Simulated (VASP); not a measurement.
Input of a VASP 6.6.1 run:

The input INCAR:

```
PREC = Accurate
ENCUT = 520
EDIFF = 1E-7
ISMEAR = 0
SIGMA = 0.15
LREAL = F
LASPH = T
NELM = 80
ALGO = Fast
ISIF = 2
LWAVE = F
LCHARG = F
GGA = PE
NBANDS = 11
```

Contents of KPOINTS:

```
Automatic mesh
0
Gamma
  22 22 22
```

File POSCAR:

```
Pt
1.0
    0.0000000000      2.3162557236      1.5743590153
    2.3162557236      0.0000000000      1.5743590153
    2.3162557236      2.3162557236      0.0000000000
Pt
1
Direct
    0.0000000000      0.0000000000      0.0000000000
```

Potentials or basis: VASP PAW PBE potentials, release 64 (Pt).

Run with:

```console
$ cat potpaw_PBE.64/Pt/POTCAR > POTCAR
$ mpirun -np 1 vasp_std > vasp.out
```

(1) What does it give for the band gap on the k mesh?

(2) What does it give for the pressure?

Answers

(1) zero (bands 5 and 6 overlap by 1.92 eV).

(2) -13.3 GPa.

Caveat: the cell stands under tension; spin-orbit coupling is left out, which moves the levels of the heavy elements.
